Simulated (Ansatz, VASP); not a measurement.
## Tc: VASP beside Ansatz

File INCAR:

```
ALGO = Normal
EDIFF = 1E-8
ENCUT = 520
GGA = PS
ISIF = 2
ISMEAR = -1
LASPH = T
LCHARG = F
LEFG = T
LREAL = F
LWAVE = F
NBANDS = 12
NELM = 80
PREC = Accurate
SIGMA = 0.03
```

The input KPOINTS:

```
k-points
0
Gamma
  18 18 18
```

The input POSCAR:

```
Tc
1.0
    0.0390000000      1.9695000000      1.9695000000
    1.9695000000      0.0390000000      1.9695000000
    1.9695000000      1.9695000000      0.0390000000
Tc
1
Direct
    0.0000000000      0.0000000000      0.0000000000
```

Input for Ansatz:

```yaml
crystal:
  lattice:
    - [0.039, 1.9695, 1.9695]
    - [1.9695, 0.039, 1.9695]
    - [1.9695, 1.9695, 0.039]
  atoms:
    - { symbol: Tc, position: [0.0, 0.0, 0.0] }
kpoints:
  mp_grid: { grid: [18, 18, 18] }
scf:
  occupations: { method: fermi_dirac, width: 0.03 }
hamiltonian:
  xc: pbesol
  pseudopotentials: { kind: all_electron, datasets: crystal }
output:
  forces: true
  stress: true
  eigenvalues: true
  efg: { contact_densities: true }
```

Change from the starting cell: equal xy, yz and zx shear strains of +2 %, crystal datasets.

Alike in both runs: task electric field gradients; functional PBEsol; k mesh 18 × 18 × 18; occupations fermi-dirac, width 0.03 eV; no spin polarisation.

|  | VASP | Ansatz |
| --- | --- | --- |
| version | VASP 6.6.1 | Ansatz 0.2.0 |
| potentials or method | VASP PAW PBE potentials, release 64 (Tc_pv), cutoff 520 eV | all-electron PAW with datasets made for the crystal, scalar-relativistic |

|  | VASP | Ansatz | Ansatz less VASP |
| --- | --- | --- | --- |
| pressure (GPa) | -15.5 | -14.8 | +0.63 |
| traceless stress, the component that is largest in VASP (GPa) | -3.20 | -3.22 | -0.018 |
| size of Vzz on the site where it differs most (V/Å²) | 10.3 | 11.7 | +1.38 |

VASP's potentials were made for PBE, not for PBEsol. Ansatz ran all-electron here, and VASP with PAW potentials.
